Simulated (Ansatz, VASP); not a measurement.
Zr in VASP and in Ansatz

```
Zr
1.0
     3.23200    0.00000    0.00000
    -1.61600    2.79899    0.00000
     0.00000    0.00000    5.14700
Zr
2
Cartesian
  1.6160 0.9330 3.8603
  0.0000 1.8660 1.2868
```

Alike in both runs: task single point; functional PBEsol; k mesh 9 × 9 × 5; occupations fermi-dirac, width 0.05 eV; no spin polarisation; Hubbard terms Zr d U = 4.0 eV.

|  | VASP | Ansatz |
| --- | --- | --- |
| version | VASP 6.6.1 | Ansatz 0.2.0 |
| potentials or method | VASP PAW PBE potentials, release 64 (Zr_sv), cutoff 520 eV | all-electron LAPW, scalar-relativistic |

```csv
,VASP,Ansatz,Ansatz less VASP
gap on the k mesh at the Fermi level (eV),none,none,-
pressure (GPa),7.2,1.5,-5.73
"traceless stress, the component that is largest in VASP (GPa)",-0.27,0.45,+0.727
```

VASP's potentials were made for PBE, not for PBEsol. The programs project onto different local orbitals, so the same U acts differently, and such runs can settle in different states. A gap of «none» marks a metal or a gap that the smearing closes. Ansatz ran all-electron here, and VASP with PAW potentials.

Noted on Ansatz's run: U is the effective U less J, on atomic orbitals that reach past the spheres.
